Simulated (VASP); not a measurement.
# Cr (P6/mmm) in VASP: a series of runs, part 2 of 2

VASP 6.6.1.

### Step 4. Single point, LDA, collinear spin, ferromagnetic start

File INCAR:

```
  ALGO = Normal
  EDIFF = 1E-6
  ENCUT = 520
  GGA = CA
  ISIF = 2
  ISMEAR = -1
  ISPIN = 2
  LASPH = T
  LCHARG = F
  LMAXMIX = 4
  LORBIT = 11
  LREAL = F
  LWAVE = F
  MAGMOM = 2
  NBANDS = 16
  NELM = 150
  PREC = Accurate
  SIGMA = 0.1
```

File KPOINTS:

```
k-points
0
Gamma
  20 20 19
```

File POSCAR:

```
Cr
1.0
    2.1765170413      0.0000000000      0.0000000000
   -1.0882585207      1.8849190495      0.0000000000
    0.0000000000      0.0000000000      1.9305066880
Cr
1
Direct
    0.0000000000      0.0000000000      0.0000000000
```

Potentials or basis: VASP PAW LDA potentials, release 64 (Cr_pv).

Command:

```bash
cat potpaw_LDA.64/Cr_pv/POTCAR > POTCAR
mpirun -np 1 vasp_std > vasp.out
```

OUTCAR:

```text
EDIFF = 1E-6
   ENCUT = 520
   GGA = CA
   ISIF = 2
   ISMEAR = -1
   ISPIN = 2
   LASPH = T
   LORBIT = 11
   LREAL = F
   NELM = 150
   PREC = Accurate

 ion  position               nearest neighbor table
   1  0.000  0.000  0.000-

  LATTYP: Found a hexagonal cell.
 ALAT       =     2.1765170413
 C/A-ratio  =     0.8869706285

  Lattice vectors:

 A1 = (   2.1765170413,   0.0000000000,   0.0000000000)
[... 1121 lines left out ...]
  --------------------------------------------------------------------------------------
  -------------------------------------------------------------------------------------
  Total        9.6389997      9.6389997     10.4807704     -0.0000000     -0.0000000      0.0000000
  in kB     1949.9185202   1949.9185201   2120.2042564     -0.0000001     -0.0000000      0.0000000
  external PRESSURE =    2006.6804322 kB  Pullay stress =       0.0000000 kB

 VOLUME and BASIS-vectors are now :
 -----------------------------------------------------------------------------
  energy-cutoff  :      520.00
  volume of cell :        7.92
      direct lattice vectors                 reciprocal lattice vectors
     2.176517041  0.000000000  0.000000000     0.459449653  0.265263381  0.000000000
    -1.088258521  1.884919050  0.000000000     0.000000000  0.530526762  0.000000000
     0.000000000  0.000000000  1.930506688     0.000000000  0.000000000  0.517998723

 POSITION                                       TOTAL-FORCE (eV/Angst)
 -----------------------------------------------------------------------------------
      0.00000      0.00000      0.00000         0.000000      0.000000      0.000000
 -----------------------------------------------------------------------------------
    total drift:                               -0.000000     -0.000000     -0.000000

  FREE ENERGIE OF THE ION-ELECTRON SYSTEM (eV)
  ---------------------------------------------------
  free  energy   TOTEN  =        -8.2859922153 eV

  energy  without entropy=       -8.2584403705  energy(sigma->0) =       -8.27221629

 total charge

# of ion       s       p       d       tot
------------------------------------------
    1        0.541   6.589   5.175  12.305

 magnetization (x)

# of ion       s       p       d       tot
------------------------------------------
    1        0.000  -0.000  -0.000  -0.000
```

stdout:

```text
POSCAR found type information on POSCAR Cr
 POSCAR found :  1 types and       1 ions
 scaLAPACK will be used
 LDA part: xc-table for (Slater(with rela. corr.)+CA(PZ))
 , standard interpolation
 POSCAR, INCAR and KPOINTS ok, starting setup
 FFT: planning ... GRIDC
 FFT: planning ... GRID_SOFT
 FFT: planning ... GRID
 WAVECAR not read
 entering main loop
```

Wall time 59 s (1 thread of Intel Xeon Platinum 8259CL at 2.50GHz (Skylake/Cascade Lake), shared host); peak memory 0.18 GiB.

What came out:

* Free energy: -8.2860 eV
* Pressure: 200.7 GPa
* Band gap on the k mesh: zero (filled and empty bands overlap)
* Net moment: 0.00 μB per cell

Levels at points of the mesh, in eV from the Fermi level:
Spin up:
```csv
k point,band 2,band 3,band 4,band 5,band 6,band 7,band 8,band 9,band 10,band 11
"(0.00, 0.00, 0.00)",-41.45,-40.64,-8.46,-5.52,-1.33,-1.33,4.83,4.83,6.33,21.16
"(0.50, 0.00, 0.00)",-42.09,-40.34,-6.70,-3.65,1.75,1.92,4.24,4.55,6.33,14.10
```
Spin down:
```csv
k point,band 3,band 4,band 5,band 6,band 7,band 8,band 9,band 10
"(0.00, 0.00, 0.00)",-40.64,-8.46,-5.52,-1.33,-1.33,4.83,4.83,6.33
"(0.50, 0.00, 0.00)",-40.34,-6.70,-3.65,1.74,1.92,4.24,4.55,6.33
```

Caveat: the starting moments collapsed, and a magnetic state may lie lower.

### Step 5. Relaxation of cell and atoms, LDA, collinear spin, ferromagnetic start, target pressure 190 GPa, at which the enthalpy is minimised

This run uses another cell than the first one, of 7.96 Å³/atom, 1.006 times its volume.

File INCAR:

```
SYSTEM = Cr
ALGO = Normal
EDIFF = 1E-6
EDIFFG = -0.005
ENCUT = 600
IBRION = 2
ISIF = 3
ISMEAR = -1
ISPIN = 2
LASPH = .TRUE.
LCHARG = .FALSE.
LMAXMIX = 4
LORBIT = 11
LREAL = .FALSE.
LWAVE = .FALSE.
MAGMOM = 2
NELM = 150
NSW = 60
PREC = Accurate
PSTRESS = 1900.0
SIGMA = 0.1
```

File KPOINTS:

```
k-points
0
G
  20 20 19
  0 0 0
```

File POSCAR:

```
Cr
1.0
    2.1380574376      0.0000000000      0.0000000000
   -1.0690287188      1.8516120557      0.0000000000
    0.0000000000      0.0000000000      2.0097739914
Cr
1
Direct
    0.0000000000      0.0000000000      0.0000000000
```

Potentials or basis: VASP PAW LDA potentials, release 64 (Cr_pv).

Command:

```bash
cat potpaw_LDA.64/Cr_pv/POTCAR > POTCAR
mpirun -np 1 vasp_std > vasp.out
```

OUTCAR:

```text
SYSTEM = Cr
   EDIFF = 1E-6
   EDIFFG = -0.005
   ENCUT = 600
   IBRION = 2
   ISIF = 3
   ISMEAR = -1
   ISPIN = 2
   LASPH = .TRUE.
   LORBIT = 11
   LREAL = .FALSE.
   NELM = 150
   NSW = 60
   PREC = Accurate
   PSTRESS = 1900.0

 ion  position               nearest neighbor table
   1  0.000  0.000  0.000-

  LATTYP: Found a hexagonal cell.
 ALAT       =     2.1380574376
 C/A-ratio  =     0.9400000000

  Lattice vectors:

 A1 = (   2.1380574376,   0.0000000000,   0.0000000000)
 A2 = (  -1.0690287188,   1.8516120557,   0.0000000000)
 A3 = (   0.0000000000,   0.0000000000,   2.0097739914)

Analysis of symmetry for initial positions (statically):
=====================================================================
 Subroutine PRICEL returns:
 Original cell was already a primitive cell.

 Routine SETGRP: Setting up the symmetry group for a
 hexagonal supercell.

 Subroutine GETGRP returns: Found 24 space group operations
 (whereof 24 operations were pure point group operations)
 out of a pool of 24 trial point group operations.

The static configuration has the point symmetry D_6h.

Analysis of symmetry for dynamics (positions and initial velocities):
=====================================================================
 Subroutine PRICEL returns:
 Original cell was already a primitive cell.

 Routine SETGRP: Setting up the symmetry group for a
 hexagonal supercell.

 Subroutine GETGRP returns: Found 24 space group operations
 (whereof 24 operations were pure point group operations)
 out of a pool of 24 trial point group operations.

The dynamic configuration has the point symmetry D_6h.

Analysis of structural, dynamic, and magnetic symmetry:
=====================================================================
 Subroutine PRICEL returns:
 Original cell was already a primitive cell.

 Routine SETGRP: Setting up the symmetry group for a
 hexagonal supercell.

 Subroutine GETGRP returns: Found 24 space group operations
 (whereof 24 operations were pure point group operations)
 out of a pool of 24 trial point group operations.

The overall configuration has the point symmetry D_6h.

 Subroutine INISYM returns: Found 24 space group operations
 (whereof 24 operations are pure point group operations),
 and found     1 'primitive' translations

----------------------------------------------------------------------------------------

                                     Primitive cell

  volume of cell :       7.9564

  direct lattice vectors                    reciprocal lattice vectors
     2.138057438  0.000000000  0.000000000     0.467714282  0.270034967  0.000000000
    -1.069028719  1.851612056  0.000000000     0.000000000  0.540069934  0.000000000
     0.000000000  0.000000000  2.009773991     0.000000000  0.000000000  0.497568385

  length of vectors
     2.138057438  2.138057438  2.009773991     0.540069934  0.540069934  0.497568385

  position of ions in fractional coordinates (direct lattice)
     0.000000000  0.000000000  0.000000000

  ion indices of the primitive-cell ions
   primitive index   ion index
                 1           1

----------------------------------------------------------------------------------------

 KPOINTS: k-points

Automatic generation of k-mesh.
 Grid dimensions read from file:
 generate k-points for:   20   20   19

 Generating k-lattice:

[... 60 lines left out ...]
   NELM   =    150;   NELMIN=  2; NELMDL= -5     # of ELM steps
   EDIFF  = 0.1E-05   stopping-criterion for ELM
   LREAL  =      F    real-space projection
   EDIFFG = -.5E-02   stopping-criterion for IOM
   NSW    =     60    number of steps for IOM
   IBRION =      2    ionic relax: 0-MD 1-quasi-New 2-CG
   NFREE  =      1    steps in history (QN), initial steepest desc. (CG)
   ISIF   =      3    stress and relaxation
   ISYM   =      2    0-nonsym 1-usesym 2-fastsym
   POTIM  = 0.5000    time-step for ionic-motion
   TEBEG  =    0.0;   TEEND  =   0.0 temperature during run
   PSTRESS= 1900.0 pullay stress
   NELECT =      12.0000    total number of electrons
   NUPDOWN=      -1.0000    fix difference up-down
   EMIN   =  10.00;   EMAX   =-10.00  energy-range for DOS
   EFERMI =   0.00;   METHOD = LEGACY
   ISMEAR =    -1;   SIGMA  =   0.10  broadening in eV -4-tet -1-fermi 0-gaus
   EFERMI_NEDOS =   21; number of points for ismear=-14 and -15
   IALGO  =     38    algorithm
   IMIX   =      4    mixing-type and parameters
     AMIX     =   0.40;   BMIX     =  1.00
     AMIX_MAG =   1.60;   BMIX_MAG =  1.00
  volume/ion in A,a.u.               =       7.96        53.69
  Fermi-wavevector in a.u.,A,eV,Ry     =   1.877427  3.547823 47.956890  3.524732
  Thomas-Fermi vector in A             =   2.921699
   LORBIT       =     11    0 simple, 1 ext, 2 COOP (PROOUT), +10 PAW based schemes
   GGA     = CA    functional components
   LHFCALC =     F    Hartree Fock is set to
   AEXX    =    0.0000 exact exchange contribution
   IVDW    =     0    specifies the selected vdW correction
   LEPSILON=     F    determine dielectric tensor
   LRPA    =     F    only Hartree local field effects (RPA)
 conjugate gradient relaxation of ions
 spin polarized calculation
  energy-cutoff  :      600.00
  volume of cell :        7.96
 maximum number of plane-waves:       284
 NGX is ok and might be reduce to    18
   NGX =  9   NGY =  9   NGZ =  9

--------------------------------------- Ionic step        1  -------------------------------------------

 number of electron      12.0000002 magnetization       0.0003023

 number of electron      12.0000002 magnetization      -0.0000519

 Free energy of the ion-electron system (eV)
  ---------------------------------------------------
  ext. energy  EPLUGINS =         0.00000000
  ---------------------------------------------------
  free energy    TOTEN  =        -8.29829038 eV

  energy without entropy =       -8.27516130  energy(sigma->0) =       -8.28672584

------------------------ aborting loop because EDIFF is reached ----------------------------------------

  FORCE on cell =-STRESS in cart. coord.  units (eV):
  Direction    XX          YY          ZZ          XY          YZ          ZX
  --------------------------------------------------------------------------------------
  -------------------------------------------------------------------------------------
  Total       10.4443078     10.4443078      7.9642091      0.0000000      0.0000000      0.0000000
  in kB     2103.1665007   2103.1665006   1603.7499224      0.0000000      0.0000000      0.0000000
  external PRESSURE =      36.6943079 kB  Pullay stress =    1900.0000000 kB
[... 98 lines left out ...]
  energy  without entropy=       -8.3964483088  energy(sigma->0) =       -8.40982156

  enthalpy is  TOTEN    =         1.0993655350 eV   P V=        9.5225603376

[... ionic steps 4 to 10 ...]

--------------------------------------- Ionic step       11  -------------------------------------------

 number of electron      12.0000011 magnetization       0.0000067

 number of electron      12.0000011 magnetization      -0.0000098
[... 75 lines left out ...]
 number of electron      12.0000011 magnetization       0.0000015

 number of electron      12.0000011 magnetization      -0.0000044

 Free energy of the ion-electron system (eV)
  ---------------------------------------------------
  ext. energy  EPLUGINS =         0.00000000
  ---------------------------------------------------
  free energy    TOTEN  =        -8.39237925 eV

  energy without entropy =       -8.36568339  energy(sigma->0) =       -8.37903132

 E-fermi :  16.9149     XC(G=0): -16.1843

 val. band max:       16.9092783875   @ k =   0.2500   0.2500   0.2632
 cond. band min:      16.9165349609   @ k =   0.2500   0.1000   0.3158
 fundamental gap:      0.0072565734
 Fermi energy:        16.9149201242

 spin component 1

 k-point     1 :       0.0000    0.0000    0.0000
  band No.  band energies     occupation
      1     -24.5266      1.00000
      2     -24.5266      1.00000
      3     -23.9131      1.00000
      4       8.4590      1.00000
      5      11.4371      1.00000
      6      15.6239      1.00000
      7      15.6239      1.00000
      8      21.5917      0.00000
      9      21.5917      0.00000
     10      23.1982      0.00000
     11      38.2246      0.00000
[... 310 lines left out ...]
  band No.  band energies     occupation
      1     -26.5252      1.00000
      2     -25.0924      1.00000
      3     -23.6970      1.00000
      4      11.6004      1.00000
      5      12.5652      1.00000
      6      14.5994      1.00000
      7      19.4953      0.00000
      8      19.7835      0.00000
      9      21.0435      0.00000
     10      23.1980      0.00000
     11      35.5257      0.00000

 [... further k-points ...]

 spin component 2

 k-point     1 :       0.0000    0.0000    0.0000
  band No.  band energies     occupation
      1     -24.5266      1.00000
      2     -24.5266      1.00000
      3     -23.9131      1.00000
      4       8.4590      1.00000
      5      11.4371      1.00000
      6      15.6239      1.00000
      7      15.6239      1.00000
      8      21.5917      0.00000
      9      21.5917      0.00000
     10      23.1982      0.00000
     11      38.2246      0.00000
[... 354 lines left out ...]
  energy  without entropy=       -8.3656833873  energy(sigma->0) =       -8.37903132

  enthalpy is  TOTEN    =         1.0991221910 eV   P V=        9.4915014459

 reached required accuracy - stopping structural energy minimisation

 total charge

# of ion       s       p       d       tot
------------------------------------------
    1        0.540   6.581   5.140  12.261

 magnetization (x)

# of ion       s       p       d       tot
------------------------------------------
    1       -0.000  -0.000   0.000  -0.000
```

CONTCAR:

```text
Cr
   1.00000000000000
     2.1746547677957184   -0.0000000000000000    0.0000000000000000
    -1.0873273838978592    1.8833062733448627   -0.0000000000000000
     0.0000000000000000   -0.0000000000000000    1.9542522707537091
  Cr
     1
Direct
     0.0000000000000000    0.0000000000000000    0.0000000000000000

  0.00000000E+00  0.00000000E+00  0.00000000E+00
```

It took 7.1 min on 1 thread of Oxide Virtual Turin-like, shared host; peak memory 0.17 GiB.

What came out:

```
Free energy                                            : -8.3924 eV
Relaxed volume                                         : 8.00 Å³/atom
Relaxed cell                                           : a = 2.175 Å, b = 2.175 Å, c = 1.954 Å, α = 90.00°, β = 90.00°, γ = 120.00°
Space group after relaxing (to 0.05 Å)                 : P6/mmm (No. 191)
Energy change on relaxing (the enthalpy is what falls) : -94.1 meV/atom
Ionic steps                                            : 13
Pressure after relaxing                                : 190.1 GPa
Band gap on the k mesh                                 : zero (filled and empty bands overlap)
Net moment                                             : 0.00 μB per cell
```

Step by step:
| step | energy change (eV) | largest force (eV/Å) | pressure (GPa) | volume (Å³) |
| --- | --- | --- | --- | --- |
| 1 | 0.0000 | 0.0000 | 193.67 | 7.96 |
| 2 | -0.1275 | 0.0000 | 187.17 | 8.13 |
| 3 | -0.1249 | 0.0000 | 187.01 | 8.03 |
| 4 | -0.1233 | 0.0000 | 187.09 | 8.03 |
| 5 | 0.0543 | 0.0000 | 204.37 | 7.88 |
| 6 | -0.0947 | 0.0000 | 190.20 | 8.00 |
| 7 | -0.0960 | 0.0000 | 189.78 | 8.01 |
| 8 | -0.0952 | 0.0000 | 189.87 | 8.00 |
| 9 | -0.0958 | 0.0000 | 189.89 | 8.01 |
| 10 | -0.0956 | 0.0000 | 189.91 | 8.00 |
| 11 | -0.0955 | 0.0000 | 189.87 | 8.00 |
| 12 | -0.0898 | 0.0000 | 190.39 | 8.00 |
| 13 | -0.0941 | 0.0000 | 190.08 | 8.00 |

Final structure:
```cif
data_structure
_symmetry_space_group_name_H-M 'P 1'
_symmetry_Int_Tables_number 1
_cell_length_a 2.1747
_cell_length_b 2.1747
_cell_length_c 1.9543
_cell_angle_alpha 90.000
_cell_angle_beta 90.000
_cell_angle_gamma 120.000
_cell_volume 8.00
loop_
_atom_site_label
_atom_site_type_symbol
_atom_site_fract_x
_atom_site_fract_y
_atom_site_fract_z
_atom_site_occupancy
Cr1 Cr 0.00000 0.00000 0.00000 1
```

Caveat: the starting moments collapsed, and a magnetic state may lie lower; the cell is relaxed towards a set pressure, so the enthalpy falls and the energy may rise.
